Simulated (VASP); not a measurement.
# Rh (I4/mmm) in VASP: a series of runs

Rh is run at these levels: PBEsol; tasks: single point.

Everything below comes from runs of VASP 6.6.1. Logs are shortened: lines on timing, memory, paths and dates and some standing lists are left out, and cuts for length are marked.

## (1) The cell of the first run

Symmetry: I4/mmm, No. 139, tetragonal system. Conventional cell: a = 2.740 Å, b = 2.740 Å, c = 3.591 Å, α = 90.00°, β = 90.00°, γ = 90.00°. Rh (site symmetry 4/mmm) has 14 Rh at 2.64 to 3.59 Å within 3.6 Å.

## (2) Single point, PBEsol (strain +0.025 along x and y, -0.050 along z)

INCAR reads:

```
SYSTEM = Rh
PREC = Accurate ; ENCUT = 520
EDIFF = 1E-7 ; ISMEAR = 0
SIGMA = 0.15 ; LREAL = .FALSE.
LASPH = .TRUE. ; NELM = 60
ALGO = Fast ; ISIF = 2
LWAVE = .FALSE. ; LCHARG = .FALSE.
GGA = PS ; NBANDS = 14
```

KPOINTS reads:

```
regular mesh
0
G
  28 28 28
  0 0 0
```

POSCAR reads:

```
Rh
1.0
    0.0000000000      1.9372464942      1.7954967507
    1.9372464942      0.0000000000      1.7954967507
    1.9372464942      1.9372464942      0.0000000000
Rh
1
Direct
    0.0000000000      0.0000000000      0.0000000000
```

Potentials or basis: VASP PAW PBE potentials, release 64 (Rh_pv).

Run with:

```bash
cat potpaw_PBE.64/Rh_pv/POTCAR > POTCAR
mpirun -np 1 vasp_std > vasp.out
```

OUTCAR:

```text
SYSTEM = Rh
   PREC = Accurate
   ENCUT = 520
   EDIFF = 1E-7
   ISMEAR = 0
   LREAL = .FALSE.
   LASPH = .TRUE.
   NELM = 60
   ISIF = 2
   GGA = PS

 ion  position               nearest neighbor table
   1  0.000  0.000  0.000-

  LATTYP: Found a body centered tetragonal cell.
 ALAT       =     2.7396802658
 C/A-ratio  =     1.3107345212

  Lattice vectors:

 A1 = (   0.0000000000,  -1.9372464942,  -1.7954967507)
 A2 = (   0.0000000000,   1.9372464942,  -1.7954967507)
 A3 = (   1.9372464942,   0.0000000000,   1.7954967507)

Analysis of symmetry for initial positions (statically):
=====================================================================
 Subroutine PRICEL returns:
 Original cell was already a primitive cell.

 Routine SETGRP: Setting up the symmetry group for a
 body centered tetragonal supercell.

 Subroutine GETGRP returns: Found 16 space group operations
 (whereof 16 operations were pure point group operations)
 out of a pool of 16 trial point group operations.

The static configuration has the point symmetry D_4h.

Analysis of symmetry for dynamics (positions and initial velocities):
=====================================================================
 Subroutine PRICEL returns:
 Original cell was already a primitive cell.

 Routine SETGRP: Setting up the symmetry group for a
 body centered tetragonal supercell.

 Subroutine GETGRP returns: Found 16 space group operations
 (whereof 16 operations were pure point group operations)
 out of a pool of 16 trial point group operations.

The dynamic configuration has the point symmetry D_4h.

 Subroutine INISYM returns: Found 16 space group operations
 (whereof 16 operations are pure point group operations),
 and found     1 'primitive' translations

----------------------------------------------------------------------------------------

                                     Primitive cell

  volume of cell :      13.4767

  direct lattice vectors                    reciprocal lattice vectors
     0.000000000  1.937246494  1.795496751    -0.258098286  0.258098286  0.278474467
     1.937246494  0.000000000  1.795496751     0.258098286 -0.258098286  0.278474467
     1.937246494  1.937246494  0.000000000     0.258098286  0.258098286 -0.278474467

  length of vectors
     2.641350518  2.641350518  2.739680266     0.459105085  0.459105085  0.459105085

  position of ions in fractional coordinates (direct lattice)
     0.000000000  0.000000000  0.000000000

  ion indices of the primitive-cell ions
   primitive index   ion index
                 1           1

----------------------------------------------------------------------------------------

 KPOINTS: regular mesh

Automatic generation of k-mesh.
 Grid dimensions read from file:
 generate k-points for:   28   28   28

 Generating k-lattice:

  Cartesian coordinates                     Fractional coordinates (reciprocal lattice)
    -0.009217796  0.009217796  0.009945517     0.035714286  0.000000000  0.000000000
     0.009217796 -0.009217796  0.009945517     0.000000000  0.035714286  0.000000000
     0.009217796  0.009217796 -0.009945517    -0.000000000 -0.000000000  0.035714286

  Length of vectors
     0.016396610  0.016396610  0.016396610

  Shift w.r.t. Gamma in fractional coordinates (k-lattice)
     0.000000000  0.000000000  0.000000000

 Subroutine IBZKPT returns following result:
 ===========================================

 Found   1639 irreducible k-points:

 Following reciprocal coordinates:
            Coordinates               Weight
  0.000000  0.000000  0.000000      1.000000
  0.035714  0.000000  0.000000      8.000000
  0.071429  0.000000  0.000000      8.000000
  0.107143  0.000000  0.000000      8.000000
  0.142857 -0.000000  0.000000      8.000000
  0.178571  0.000000  0.000000      8.000000
[... 16 lines left out ...]
  0.285714  0.035714  0.000000      8.000000
  0.321429  0.035714  0.000000      8.000000
 [... further k-points ...]
   k-points           NKPTS =   1639   k-points in BZ     NKDIM =   1639   number of bands    NBANDS=     14
   number of dos      NEDOS =    301   number of ions     NIONS =      1
   total plane-waves  NPLWV =   8000
   dimension x,y,z NGX =    20 NGY =   20 NGZ =   20
   dimension x,y,z NGXF=    40 NGYF=   40 NGZF=   40
   ions per type =               1
   NGX,Y,Z   is equivalent  to a cutoff of  12.59, 12.59, 12.14 a.u.
   NGXF,Y,Z  is equivalent  to a cutoff of  25.18, 25.18, 24.27 a.u.
 SYSTEM =  Rh
   PREC   = accura    normal or accurate (medium, high low for compatibility)
   ISTART =      0    job   : 0-new  1-cont  2-samecut
   ICHARG =      2    charge: 1-file 2-atom 10-const
   ISPIN  =      1    spin polarized calculation?
   LNONCOLLINEAR =      F non collinear calculations
   LSORBIT =      F    spin-orbit coupling
   LASPH  =      T    aspherical Exc in radial PAW
   ENCUT  =  520.0 eV  38.22 Ry    6.18 a.u.   4.91  4.91  5.09*2*pi/ulx,y,z
   NELM   =     60;   NELMIN=  2; NELMDL= -5     # of ELM steps
   EDIFF  = 0.1E-06   stopping-criterion for ELM
   LREAL  =      F    real-space projection
   EDIFFG = 0.1E-05   stopping-criterion for IOM
   NSW    =      0    number of steps for IOM
   IBRION =     -1    ionic relax: 0-MD 1-quasi-New 2-CG
   NFREE  =      0    steps in history (QN), initial steepest desc. (CG)
   ISIF   =      2    stress and relaxation
   ISYM   =      2    0-nonsym 1-usesym 2-fastsym
   POTIM  = 0.5000    time-step for ionic-motion
   TEBEG  =    0.0;   TEEND  =   0.0 temperature during run
   PSTRESS=    0.0 pullay stress
   NELECT =      15.0000    total number of electrons
   NUPDOWN=      -1.0000    fix difference up-down
   EMIN   =  10.00;   EMAX   =-10.00  energy-range for DOS
   EFERMI =   0.00;   METHOD = LEGACY
   ISMEAR =     0;   SIGMA  =   0.15  broadening in eV -4-tet -1-fermi 0-gaus
   EFERMI_NEDOS =   21; number of points for ismear=-14 and -15
   IALGO  =     68    algorithm
   IMIX   =      4    mixing-type and parameters
     AMIX     =   0.40;   BMIX     =  1.00
     AMIX_MAG =   1.60;   BMIX_MAG =  1.00
  volume/ion in A,a.u.               =      13.48        90.95
  Fermi-wavevector in a.u.,A,eV,Ry     =   1.696591  3.206092 39.163289  2.878421
  Thomas-Fermi vector in A             =   2.777426
   LORBIT       =      0    0 simple, 1 ext, 2 COOP (PROOUT), +10 PAW based schemes
   GGA     = PS    functional components
   LHFCALC =     F    Hartree Fock is set to
   AEXX    =    0.0000 exact exchange contribution
   IVDW    =     0    specifies the selected vdW correction
   LEPSILON=     F    determine dielectric tensor
   LRPA    =     F    only Hartree local field effects (RPA)
 non-spin polarized calculation
 RMM-DIIS sequential band-by-band and
 Gauss-broadening in eV      SIGMA  =   0.15
  energy-cutoff  :      520.00
  volume of cell :       13.48
 maximum number of plane-waves:       378
   NGX =  9   NGY =  9   NGZ = 11

 number of electron      15.0000003 magnetization

 Free energy of the ion-electron system (eV)
  ---------------------------------------------------
  ext. energy  EPLUGINS =         0.00000000
  ---------------------------------------------------
  free energy    TOTEN  =        -8.10498672 eV

  energy without entropy =       -8.09024498  energy(sigma->0) =       -8.09761585

 E-fermi :  12.1148     XC(G=0): -14.3458

 val. band max:       12.1146919935   @ k =  -0.3214   0.0357   0.0000
 cond. band min:      12.1153149295   @ k =  -0.2857   0.3214   0.1071
 fundamental gap:      0.0006229360
 Fermi energy:        12.1148193679

 k-point     1 :       0.0000    0.0000    0.0000
  band No.  band energies     occupation
      1     -34.2475      2.00000
      2     -34.2475      2.00000
      3     -34.2014      2.00000
      4       3.9238      2.00000
      5       8.7071      2.00000
      6       8.7071      2.00000
      7       9.4958      2.00000
      8      10.5925      2.00000
      9      11.5583      2.00000
     10      28.1481      0.00000
     11      32.4552      0.00000
     12      32.8075      0.00000
     13      32.8075      0.00000
     14      35.3715      0.00000

 k-point     2 :       0.0357    0.0000    0.0000
  band No.  band energies     occupation
      1     -34.2545      2.00000
      2     -34.2494      2.00000
      3     -34.2056      2.00000
      4       3.9769      2.00000
      5       8.7027      2.00000
      6       8.7280      2.00000
      7       9.4956      2.00000
      8      10.5856      2.00000
      9      11.5414      2.00000
     10      28.2264      0.00000
     11      32.4535      0.00000
     12      32.6785      0.00000
     13      32.8851      0.00000
     14      35.2324      0.00000

 k-point     3 :       0.0714    0.0000    0.0000
  band No.  band energies     occupation
      1     -34.2790      2.00000
      2     -34.2551      2.00000
      3     -34.2140      2.00000
      4       4.1334      2.00000
      5       8.6847      2.00000
      6       8.7864      2.00000
      7       9.5026      2.00000
      8      10.5701      2.00000
      9      11.4944      2.00000
     10      28.4510      0.00000
     11      32.2212      0.00000
     12      32.4613      0.00000
     13      33.1150      0.00000
     14      35.0945      0.00000
[... 324 lines left out ...]
 k-point    23 :       0.2857    0.0357    0.0000
  band No.  band energies     occupation
      1     -34.7014      2.00000
      2     -34.3460      2.00000
      3     -34.2564      2.00000
      4       5.9349      2.00000
      5       8.9065      2.00000
      6       9.0023      2.00000
      7       9.6851      2.00000
      8      11.3873      2.00000
      9      11.5468      2.00000
     10      26.5866      0.00000
     11      29.5176      0.00000
     12      32.4576      0.00000
     13      35.4433      0.00000
     14      37.9342      0.00000

 k-point    24 :       0.3214    0.0357    0.0000
  band No.  band energies     occupation
      1     -34.7854      2.00000
      2     -34.3618      2.00000
      3     -34.2638      2.00000
      4       6.0115      2.00000
      5       8.8098      2.00000
      6       9.4844      2.00000
      7       9.6411      2.00000
      8      11.6428      1.99999
      9      11.8870      1.96828
     10      25.4459      0.00000
     11      29.0898      0.00000
     12      32.4579      0.00000
     13      35.1158      0.00000
     14      37.4550      0.00000

 [... further k-points ...]

------------------------ aborting loop because EDIFF is reached ----------------------------------------

  FORCE on cell =-STRESS in cart. coord.  units (eV):
  Direction    XX          YY          ZZ          XY          YZ          ZX
  --------------------------------------------------------------------------------------
  -------------------------------------------------------------------------------------
  Total       -0.3855950     -0.3855950      1.1355041      0.0000000      0.0000000     -0.0000000
  in kB      -45.8413715    -45.8413715    134.9941367      0.0000000      0.0000000     -0.0000000
  external PRESSURE =      14.4371313 kB  Pullay stress =       0.0000000 kB

 VOLUME and BASIS-vectors are now :
 -----------------------------------------------------------------------------
  energy-cutoff  :      520.00
  volume of cell :       13.48
      direct lattice vectors                 reciprocal lattice vectors
     0.000000000  1.937246494  1.795496751    -0.258098286  0.258098286  0.278474467
     1.937246494  0.000000000  1.795496751     0.258098286 -0.258098286  0.278474467
     1.937246494  1.937246494  0.000000000     0.258098286  0.258098286 -0.278474467

 POSITION                                       TOTAL-FORCE (eV/Angst)
 -----------------------------------------------------------------------------------
      0.00000      0.00000      0.00000         0.000000      0.000000      0.000000
 -----------------------------------------------------------------------------------
    total drift:                               -0.000000     -0.000000     -0.000000

  FREE ENERGIE OF THE ION-ELECTRON SYSTEM (eV)
  ---------------------------------------------------
  free  energy   TOTEN  =        -8.1049867215 eV

  energy  without entropy=       -8.0902449761  energy(sigma->0) =       -8.09761585
```

Wall time 2.4 min (1 thread of AMD EPYC 9R45 (Zen 5), shared host); peak memory 0.34 GiB.

Results:

| Item | Value |
| --- | --- |
| Free energy | -8.1050 eV |
| Pressure | 1.4 GPa |
| Band gap on the k mesh | zero (an odd number of electrons rules out a gap without spin polarisation) |

Stress tensor (GPa, compression positive):
```
-4.58  0.00  0.00
 0.00 -4.58  0.00
 0.00  0.00 13.50
```

Levels at points of the mesh, in eV from the Fermi level:
```
           k point  band 3  band 4  band 5  band 6  band 7  band 8  band 9  band 10  band 11  band 12
(0.00, 0.00, 0.00)  -46.32   -8.19   -3.41   -3.41   -2.62   -1.52   -0.56    16.03    20.34    20.69
(0.50, 0.00, 0.00)  -46.40   -6.32   -3.69   -2.78    0.38    0.66    0.84     8.85    15.34    20.34
(0.50, 0.50, 0.00)  -46.72   -6.53   -6.21    0.57    1.08    1.08    4.37    12.44    12.44    13.98
(0.50, 0.00, 0.50)  -46.56   -6.51   -6.07    0.55    0.67    1.33    2.68    11.79    13.43    14.35
```

Caveat: the cell differs from its parent crystal (strain +0.025 along x and y, -0.050 along z); the PAW data sets were made with another functional, which shifts forces and pressure a little.

(Continued in part 2 of 2.)
